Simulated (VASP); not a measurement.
Wanted: the native input for a VASP 6.6.1 run.

| Property | Result |
| --- | --- |
| Task | single point |
| Functional | r2SCAN |
| Potentials or basis | VASP PAW PBE potentials, release 64 (Lu, B, Ru_pv) |
| Cutoff | 520 eV |
| k mesh | 7 × 7 × 11 |
| Occupations | fermi-dirac, width 0.1 eV |
| Spin | no spin polarisation |
| Dipole correction | no |
| Further INCAR settings | ALGO = Normal; EDIFF = 1e-06; NBANDS = 46 |

Crystal: LuB2Ru3.

```
Lu B Ru
1.0
     5.47888    0.00000    0.00000
    -2.73944    4.74485    0.00000
     0.00000    0.00000    3.02931
Lu B Ru
1 2 3
Direct
  0.00000 0.00000 0.00000
  0.33333 0.66667 0.00000
  0.66667 0.33333 0.00000
  0.50000 0.00000 0.50000
  0.50000 0.50000 0.50000
  0.00000 0.50000 0.50000
```

The input as run:

POSCAR

```
LuB2Ru3
1.0
    5.4788821356      0.0000000000      0.0000000000
   -2.7394410678      4.7448511138      0.0000000000
    0.0000000000      0.0000000000      3.0293142400
Lu B Ru
1 2 3
Direct
    0.0000000000      0.0000000000      0.0000000000
    0.3333333333      0.6666666667      0.0000000000
    0.6666666667      0.3333333333      0.0000000000
    0.5000000000      0.0000000000      0.5000000000
    0.5000000000      0.5000000000      0.5000000000
    0.0000000000      0.5000000000      0.5000000000
```

INCAR.step1

```
PREC = Accurate ; ENCUT = 520
ISMEAR = -1 ; SIGMA = 0.1
LREAL = False ; LASPH = True
NELM = 100 ; NBANDS = 46
GGA = PE ; ALGO = Normal
EDIFF = 1E-4 ; LWAVE = True
LCHARG = False
```

INCAR.step2

```
PREC = Accurate ; ENCUT = 520
EDIFF = 1E-6 ; ISMEAR = -1
SIGMA = 0.1 ; LREAL = False
LASPH = True ; NELM = 100
ALGO = Normal ; ISIF = 2
LWAVE = False ; LCHARG = False
METAGGA = R2SCAN ; LMIXTAU = True
NBANDS = 46 ; ISTART = 1
```

KPOINTS

```
regular mesh
0
Gamma
  7 7 11
```

Potentials or basis: VASP PAW PBE potentials, release 64 (Lu, B, Ru_pv).

Command:

```bash
$ cat potpaw_PBE.64/Lu/POTCAR potpaw_PBE.64/B/POTCAR potpaw_PBE.64/Ru_pv/POTCAR > POTCAR
$ cp INCAR.step1 INCAR
$ mpirun -np 1 vasp_std > vasp.out
$ cp INCAR.step2 INCAR
$ mpirun -np 1 vasp_std > vasp.out
```

Results of the run:

```yaml
Pressure: -4.2 GPa
```

Caveat: the PAW data sets were made with another functional, which shifts forces and pressure a little.

Wall time 11 min on 1 thread of Intel Xeon 6975P-C, with other jobs on the host, peak memory 0.32 GiB.
